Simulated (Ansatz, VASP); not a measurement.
**Two plane-wave programs on BN**

```
CELL_PARAMETERS angstrom
0.00000 1.90941 1.90941
1.90941 0.00000 1.90941
1.81114 1.81114 0.09827
ATOMIC_POSITIONS crystal
B 0.00000 0.00000 0.00000
N 0.75000 0.75000 0.75000
```

Alike in both runs: task single point; functional LDA; k mesh 12 × 12 × 12; occupations gaussian, width 0.05 eV; no spin polarisation.

```csv
,VASP,Ansatz
version,VASP 6.6.1,Ansatz 0.2.0
potentials or method,"VASP PAW LDA potentials, release 64 (B, N), cutoff 600 eV","scalar-relativistic, plane waves, PAW"
valence electrons in the cell,8,8
```

```tsv
	VASP	Ansatz	Ansatz less VASP
gap on the k mesh at the Fermi level (eV)	4.05	4.06	+0.008
least direct gap on the mesh (eV)	7.61	7.61	+0.005
rms of the force components (eV/Å)	0.056	0.044	-0.0124
```

Ansatz warns that its potentials were made for another functional, while VASP's fit it. LDA's correlation is that of Perdew and Zunger in VASP and of Perdew and Wang (1992) in Ansatz. Atom by atom the forces differ by 0.012 eV/Å (rms over components).
